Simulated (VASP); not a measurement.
# Ga (C2/c) in VASP: single point with PBE

Aim: the single point of Ga with PBE.

All numbers are computed with VASP 6.6.1; they aren't measurements. Logs are shortened: lines on timing, memory, paths and dates and some standing lists are left out, and cuts for length are marked.

## 1. The cell of the first run

Symmetry: C2/c, No. 15, monoclinic system. The conventional cell has a = 2.808 Å, b = 6.897 Å, c = 4.077 Å, α = 90.00°, β = 99.49°, γ = 90.00°. Within 3.8 Å of Ga (site symmetry 2) lie 14 Ga at 2.77 to 3.72 Å.

## 2. Single point, PBE

File INCAR:

```
ALGO = Normal
EDIFF = 1E-6
ENCUT = 500
GGA = PE
GGA_COMPAT = False
ISIF = 2
ISMEAR = -1
ISYM = 0
LASPH = True
LCHARG = True
LELF = True
LREAL = False
LVHAR = True
LWAVE = False
NBANDS = 20
NELM = 120
PREC = Accurate
SIGMA = 0.1
```

File KPOINTS:

```
k-points
0
Gamma
  12 12 8
```

File POSCAR:

```
Ga
1.0
   -2.5329523292      2.3440802041      1.3974465396
    2.3440802041     -2.5329523292      1.3974465396
    2.9739746874      2.9739746874     -1.7433661827
Ga
2
Direct
    0.9895002064      0.0104997936      1.0000000000
    0.7604997936      0.2395002064      0.5000000000
```

Potentials or basis: VASP PAW PBE potentials, release 64 (Ga_d).

Command:

```console
> cat potpaw_PBE.64/Ga_d/POTCAR > POTCAR
> mpirun -np 1 vasp_std > vasp.out
```

OUTCAR:

```text
EDIFF = 1E-6
   ENCUT = 500
   GGA = PE
   ISIF = 2
   ISMEAR = -1
   ISYM = 0
   LASPH = True
   LREAL = False
   NELM = 120
   PREC = Accurate

 ion  position               nearest neighbor table
   1  0.990  0.010  0.000-   2 2.77   2 2.77   2 2.77   2 2.77
   2  0.760  0.240  0.500-   1 2.77   1 2.77   1 2.77   1 2.77

IMPORTANT INFORMATION: All symmetrisations will be switched off!
NOSYMM: (Re-)initialisation of all symmetry stuff for point group C_1.

----------------------------------------------------------------------------------------

                                     Primitive cell

  volume of cell :      38.9317

  direct lattice vectors                    reciprocal lattice vectors
    -2.532952329  2.344080204  1.397446540     0.006675603  0.211718320  0.372553974
     2.344080204 -2.532952329  1.397446540     0.211718320  0.006675603  0.372553974
     2.973974687  2.973974687 -1.743366183     0.175060085  0.175060085  0.023660276

  length of vectors
     3.723360893  3.723360893  4.552842687     0.428562334  0.428562334  0.248700373

  position of ions in fractional coordinates (direct lattice)
     0.989500206  0.010499794  1.000000000
     0.760499794  0.239500206  0.500000000

  ion indices of the primitive-cell ions
   primitive index   ion index
                 1           1
                 2           2

----------------------------------------------------------------------------------------

 KPOINTS: k-points

Automatic generation of k-mesh.
 Grid dimensions read from file:
 generate k-points for:   12   12    8

 Generating k-lattice:

  Cartesian coordinates                     Fractional coordinates (reciprocal lattice)
     0.000556300  0.017643193  0.031046165     0.083333333 -0.000000000  0.000000000
     0.017643193  0.000556300  0.031046165    -0.000000000  0.083333333  0.000000000
     0.021882511  0.021882511  0.002957534    -0.000000000 -0.000000000  0.125000000

  Length of vectors
     0.035713528  0.035713528  0.031087547

  Shift w.r.t. Gamma in fractional coordinates (k-lattice)
     0.000000000  0.000000000  0.000000000

 Subroutine IBZKPT returns following result:
 ===========================================

 Found    580 irreducible k-points:

 Following reciprocal coordinates:
            Coordinates               Weight
  0.000000  0.000000  0.000000      1.000000
  0.083333  0.000000 -0.000000      2.000000
  0.000000 -0.083333  0.000000      2.000000
  0.166667 -0.000000 -0.000000      2.000000
  0.000000 -0.166667  0.000000      2.000000
  0.250000 -0.000000 -0.000000      2.000000
[... 16 lines left out ...]
  0.500000  0.083333 -0.000000      2.000000
 -0.083333  0.500000 -0.000000      2.000000
 [... further k-points ...]
   k-points           NKPTS =    580   k-points in BZ     NKDIM =    580   number of bands    NBANDS=     20
   number of dos      NEDOS =    301   number of ions     NIONS =      2
   total plane-waves  NPLWV =  28224
   dimension x,y,z NGX =    28 NGY =   28 NGZ =   36
   dimension x,y,z NGXF=    56 NGYF=   56 NGZF=   72
   ions per type =               2
   NGX,Y,Z   is equivalent  to a cutoff of  12.50, 12.50, 13.15 a.u.
   NGXF,Y,Z  is equivalent  to a cutoff of  25.00, 25.00, 26.29 a.u.
 SYSTEM =  unknown system
   PREC   = accura    normal or accurate (medium, high low for compatibility)
   ISTART =      0    job   : 0-new  1-cont  2-samecut
   ICHARG =      2    charge: 1-file 2-atom 10-const
   ISPIN  =      1    spin polarized calculation?
   LNONCOLLINEAR =      F non collinear calculations
   LSORBIT =      F    spin-orbit coupling
   LASPH  =      T    aspherical Exc in radial PAW
   ENCUT  =  500.0 eV  36.75 Ry    6.06 a.u.   6.79  6.79  8.30*2*pi/ulx,y,z
   NELM   =    120;   NELMIN=  2; NELMDL= -5     # of ELM steps
   EDIFF  = 0.1E-05   stopping-criterion for ELM
   LREAL  =      F    real-space projection
   EDIFFG = 0.1E-04   stopping-criterion for IOM
   NSW    =      0    number of steps for IOM
   IBRION =     -1    ionic relax: 0-MD 1-quasi-New 2-CG
   NFREE  =      0    steps in history (QN), initial steepest desc. (CG)
   ISIF   =      2    stress and relaxation
   ISYM   =      0    0-nonsym 1-usesym 2-fastsym
   POTIM  = 0.5000    time-step for ionic-motion
   TEBEG  =    0.0;   TEEND  =   0.0 temperature during run
   PSTRESS=    0.0 pullay stress
   NELECT =      26.0000    total number of electrons
   NUPDOWN=      -1.0000    fix difference up-down
   EMIN   =  10.00;   EMAX   =-10.00  energy-range for DOS
   EFERMI =   0.00;   METHOD = LEGACY
   ISMEAR =    -1;   SIGMA  =   0.10  broadening in eV -4-tet -1-fermi 0-gaus
   EFERMI_NEDOS =   21; number of points for ismear=-14 and -15
   IALGO  =     38    algorithm
   IMIX   =      4    mixing-type and parameters
     AMIX     =   0.40;   BMIX     =  1.00
     AMIX_MAG =   1.60;   BMIX_MAG =  1.00
  volume/ion in A,a.u.               =      19.47       131.36
  Fermi-wavevector in a.u.,A,eV,Ry     =   1.430973  2.704146 27.860420  2.047683
  Thomas-Fermi vector in A             =   2.550760
   LORBIT       =      0    0 simple, 1 ext, 2 COOP (PROOUT), +10 PAW based schemes
   GGA     = PE    functional components
   LHFCALC =     F    Hartree Fock is set to
   AEXX    =    0.0000 exact exchange contribution
   IVDW    =     0    specifies the selected vdW correction
   LEPSILON=     F    determine dielectric tensor
   LRPA    =     F    only Hartree local field effects (RPA)
 non-spin polarized calculation
  energy-cutoff  :      500.00
  volume of cell :       38.93
 maximum number of plane-waves:      1006
   NGX = 13   NGY = 13   NGZ = 17

 number of electron      25.9999998 magnetization

 Free energy of the ion-electron system (eV)
  ---------------------------------------------------
  ext. energy  EPLUGINS =         0.00000000
  ---------------------------------------------------
  free energy    TOTEN  =        -5.76424718 eV

  energy without entropy =       -5.74086905  energy(sigma->0) =       -5.75255812

 E-fermi :   5.1772     XC(G=0): -10.8196

 val. band max:        5.1603332930   @ k =  -0.3333  -0.0000   0.1250
 cond. band min:       5.1802349185   @ k =  -0.1667  -0.2500  -0.2500
 fundamental gap:      0.0199016255
 Fermi energy:         5.1771946242

 k-point     1 :       0.0000    0.0000    0.0000
  band No.  band energies     occupation
      1      -9.8985      2.00000
      2      -9.8443      2.00000
      3      -9.8333      2.00000
      4      -9.8315      2.00000
      5      -9.5893      2.00000
      6      -9.5822      2.00000
[... 12 lines left out ...]
     19      16.4038      0.00000
     20      18.2512      0.00000

 k-point     2 :       0.0833    0.0000   -0.0000
  band No.  band energies     occupation
      1      -9.8967      2.00000
      2      -9.8297      2.00000
      3      -9.8203      2.00000
      4      -9.7999      2.00000
      5      -9.6142      2.00000
      6      -9.6034      2.00000
[... 12 lines left out ...]
     19      15.4665      0.00000
     20      18.8144      0.00000

 k-point     3 :       0.0000   -0.0833    0.0000
  band No.  band energies     occupation
      1      -9.8967      2.00000
      2      -9.8297      2.00000
      3      -9.8203      2.00000
      4      -9.7999      2.00000
      5      -9.6142      2.00000
      6      -9.6034      2.00000
[... 12 lines left out ...]
     19      15.4665      0.00000
     20      18.8254      0.00000

 k-point     4 :       0.1667   -0.0000   -0.0000
  band No.  band energies     occupation
      1      -9.8811      2.00000
      2      -9.8014      2.00000
      3      -9.7781      2.00000
      4      -9.7307      2.00000
      5      -9.6520      2.00000
      6      -9.6405      2.00000
[... 12 lines left out ...]
     19      15.3396      0.00000
     20      16.1688      0.00000

 k-point     5 :       0.0000   -0.1667    0.0000
  band No.  band energies     occupation
      1      -9.8811      2.00000
      2      -9.8014      2.00000
      3      -9.7781      2.00000
      4      -9.7307      2.00000
      5      -9.6520      2.00000
      6      -9.6405      2.00000
[... 12 lines left out ...]
     19      15.3396      0.00000
     20      16.1688      0.00000

 k-point     6 :       0.2500   -0.0000   -0.0000
  band No.  band energies     occupation
      1      -9.8553      2.00000
      2      -9.7725      2.00000
      3      -9.7491      2.00000
      4      -9.6985      2.00000
      5      -9.6694      2.00000
      6      -9.6337      2.00000
[... 12 lines left out ...]
     19      14.2960      0.00000
     20      14.5924      0.00000

 k-point     7 :       0.0000   -0.2500    0.0000
  band No.  band energies     occupation
      1      -9.8553      2.00000
      2      -9.7725      2.00000
      3      -9.7491      2.00000
      4      -9.6985      2.00000
      5      -9.6694      2.00000
      6      -9.6337      2.00000
[... 12 lines left out ...]
     19      14.2960      0.00000
     20      14.5924      0.00000
[... 277 lines left out ...]
 k-point    20 :      -0.0833   -0.3333    0.0000
  band No.  band energies     occupation
      1      -9.8395      2.00000
      2      -9.7967      2.00000
      3      -9.7497      2.00000
      4      -9.7087      2.00000
      5      -9.6833      2.00000
      6      -9.6433      2.00000
[... 12 lines left out ...]
     19      14.4862      0.00000
     20      16.8353      0.00000

 k-point    21 :       0.4167    0.0833   -0.0000
  band No.  band energies     occupation
      1      -9.8326      2.00000
      2      -9.8035      2.00000
      3      -9.7564      2.00000
      4      -9.7397      2.00000
      5      -9.6545      2.00000
      6      -9.6508      2.00000
[... 12 lines left out ...]
     19      16.6033      0.00000
     20      19.6172      0.00000

 k-point    22 :      -0.0833   -0.4167    0.0000
  band No.  band energies     occupation
      1      -9.8326      2.00000
      2      -9.8035      2.00000
      3      -9.7564      2.00000
      4      -9.7397      2.00000
      5      -9.6545      2.00000
      6      -9.6508      2.00000
[... 12 lines left out ...]
     19      16.6033      0.00000
     20      19.6170      0.00000

 k-point    23 :       0.5000    0.0833   -0.0000
  band No.  band energies     occupation
      1      -9.8275      2.00000
      2      -9.7892      2.00000
      3      -9.7633      2.00000
      4      -9.7340      2.00000
      5      -9.6676      2.00000
      6      -9.6377      2.00000
[... 12 lines left out ...]
     19      15.6278      0.00000
     20      19.9594      0.00000

 k-point    24 :      -0.0833    0.5000   -0.0000
  band No.  band energies     occupation
      1      -9.8275      2.00000
      2      -9.7892      2.00000
      3      -9.7633      2.00000
      4      -9.7340      2.00000
      5      -9.6676      2.00000
      6      -9.6377      2.00000
[... 12 lines left out ...]
     19      15.6278      0.00000
     20      19.9595      0.00000

 [... further k-points ...]

------------------------ aborting loop because EDIFF is reached ----------------------------------------

  FORCE on cell =-STRESS in cart. coord.  units (eV):
  Direction    XX          YY          ZZ          XY          YZ          ZX
  --------------------------------------------------------------------------------------
  -------------------------------------------------------------------------------------
  Total        0.0305333      0.0305320      0.0328574      0.0048185     -0.0014113     -0.0014128
  in kB        1.2565507      1.2564996      1.3521959      0.1982997     -0.0580812     -0.0581399
  external PRESSURE =       1.2884154 kB  Pullay stress =       0.0000000 kB

 VOLUME and BASIS-vectors are now :
 -----------------------------------------------------------------------------
  energy-cutoff  :      500.00
  volume of cell :       38.93
      direct lattice vectors                 reciprocal lattice vectors
    -2.532952329  2.344080204  1.397446540     0.006675603  0.211718320  0.372553974
     2.344080204 -2.532952329  1.397446540     0.211718320  0.006675603  0.372553974
     2.973974687  2.973974687 -1.743366183     0.175060085  0.175060085  0.023660276

 POSITION                                       TOTAL-FORCE (eV/Angst)
 -----------------------------------------------------------------------------------
     -2.48174      2.29287      1.39745        -0.000235      0.000238     -0.000001
      0.12209      2.66302      0.52576         0.000235     -0.000238      0.000001
 -----------------------------------------------------------------------------------
    total drift:                               -0.000026      0.000022     -0.000007

  FREE ENERGIE OF THE ION-ELECTRON SYSTEM (eV)
  ---------------------------------------------------
  free  energy   TOTEN  =        -5.7642471849 eV

  energy  without entropy=       -5.7408690507  energy(sigma->0) =       -5.75255812
```

Run time: 5.1 min. Hardware: 1 thread of Intel Xeon Platinum 8259CL at 2.50GHz (Skylake/Cascade Lake), shared host; peak memory 0.43 GiB.

What came out:

| Quantity | Value |
| --- | --- |
| Free energy | -5.7642 eV |
| Pressure | 0.1 GPa |
| Band gap on the k mesh | zero (bands 13 and 14 overlap by 8.13 eV) |
